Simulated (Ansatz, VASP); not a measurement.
# Se in VASP and in Ansatz

The input INCAR:

```
  PREC = Accurate
  ENCUT = 520
  EDIFF = 1E-8
  ISMEAR = -1
  SIGMA = 0.03
  LREAL = F
  LASPH = T
  NELM = 100
  ALGO = Normal
  ISIF = 2
  LWAVE = F
  LCHARG = F
  GGA = PS
  LEFG = T
  NBANDS = 16
```

The input KPOINTS:

```
regular mesh
0
Gamma
  6 6 5
```

File POSCAR:

```
Se
1.0
    4.3807057031      0.0000000000      0.0000000000
   -2.1903528516      3.7938024255      0.0000000000
    0.0000000000      0.0000000000      4.9700572638
Se
3
Direct
    0.2254000000      0.0000000000      0.3333333333
    0.0000000000      0.2254000000      0.6666666667
    0.7746000000      0.7746000000      0.0000000000
```

Input for Ansatz:

```yaml
crystal:
  lattice:
    - [4.3807057031, 0.0, 0.0]
    - [-2.1903528516, 3.7938024255, 0.0]
    - [0.0, 0.0, 4.9700572638]
  atoms:
    - { symbol: Se, position: [0.2254, 0.0, 0.3333333333] }
    - { symbol: Se, position: [0.0, 0.2254, 0.6666666667] }
    - { symbol: Se, position: [0.7746, 0.7746, 0.0] }
kpoints:
  mp_grid: { grid: [6, 6, 5] }
scf:
  occupations: { method: fermi_dirac, width: 0.03 }
hamiltonian:
  xc: pbesol
  pseudopotentials: { kind: all_electron, datasets: crystal }
output:
  forces: true
  stress: true
  eigenvalues: true
  efg: { contact_densities: true }
```

Change from the starting cell: volume scaled by 1.01, crystal datasets.

Alike in both runs: task electric field gradients; functional PBEsol; k mesh 6 × 6 × 5; occupations fermi-dirac, width 0.03 eV; no spin polarisation.

|  | VASP | Ansatz |
| --- | --- | --- |
| version | VASP 6.6.1 | Ansatz 0.2.0 |
| potentials or method | VASP PAW PBE potentials, release 64 (Se), cutoff 520 eV | all-electron PAW with datasets made for the crystal, scalar-relativistic |

```csv
,VASP,Ansatz,Ansatz less VASP
gap on the k mesh at the Fermi level (eV),1.24,1.24,+0.007
pressure (GPa),-0.2,-0.4,-0.19
"traceless stress, the component that is largest in VASP (GPa)",0.80,0.72,-0.072
rms of the force components (eV/Å),0.131,0.104,-0.0274
size of Vzz on the site where it differs most (V/Å²),492.1,514.6,+22.54
```

VASP's potentials were made for PBE, not for PBEsol. Atom by atom the forces differ by 0.027 eV/Å (rms over components). Ansatz ran all-electron here, and VASP with PAW potentials.
